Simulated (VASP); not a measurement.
Here is a VASP 6.6.1 calculation.

INCAR

```
SYSTEM = As
PREC = Accurate
ENCUT = 520
EDIFF = 1E-6
ISMEAR = 0
SIGMA = 0.1
LREAL = .False.
LASPH = .True.
NELM = 60
ALGO = Normal
ISIF = 2
LWAVE = .False.
LCHARG = .True.
GGA = PE
IVDW = 12
LELF = .True.
LVHAR = .True.
NBANDS = 12
```

The input KPOINTS:

```
Automatic mesh
0
Gamma
  6 6 6
  0 0 0
```

File POSCAR:

```
As
1.0
    1.8807968987      1.0858785957      3.5140619945
   -1.8807968987      1.0858785957      3.5140619945
    0.0000000000     -2.1717571915      3.5140619945
As
2
Direct
    0.7740000000      0.7740000000      0.7740000000
    0.2260000000      0.2260000000      0.2260000000
```

Potentials or basis: VASP PAW PBE potentials, release 64 (As).

Command:

```console
$ cat potpaw_PBE.64/As/POTCAR > POTCAR
$ mpirun -np 1 vasp_std > vasp.out
```

(1) Estimate the pressure.

(2) Estimate the dispersion energy per atom.

Results:

(1) 0.7 GPa.

(2) -0.420 eV.

Caveat: pairwise dispersion overbinds metals, which lowers pressure and volume.
